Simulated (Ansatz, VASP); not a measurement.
Two plane-wave programs on W2O3

```
W O
1.0
     2.38405    4.12928    0.00000
    -2.38405    4.12928    0.00000
     0.00000   -2.75285    4.33776
W O
4 6
Direct
  0.35219 0.35219 0.05657
  0.14781 0.14781 0.44343
  0.64781 0.64781 0.94343
  0.85219 0.85219 0.55657
  0.94369 0.55631 0.75000
  0.25000 0.94369 0.75000
  0.55631 0.25000 0.75000
  0.05631 0.44369 0.25000
  0.75000 0.05631 0.25000
  0.44369 0.75000 0.25000
```

Alike in both runs: task single point; functional PBE; k mesh 7 × 7 × 7; no spin polarisation.

|  | VASP | Ansatz |
| --- | --- | --- |
| version | VASP 6.6.1 | Ansatz 0.2.0 |
| potentials or method | VASP PAW PBE potentials, release 64 (W_sv, O), cutoff 520 eV | PAW plane waves |
| occupations | fermi-dirac, width 0.1 eV | fermi-dirac |
| valence electrons in the cell | 92 | 92 |

VASP gave:

```
rms of the force components (eV/Å) : 0.970
```

What did Ansatz give for the same quantities?

rms of the force components (eV/Å): 0.975.

Atom by atom the forces differ by 0.013 eV/Å (rms over components). Ansatz's warnings: structure snapped to symmetry.

Spin-orbit coupling is off throughout.
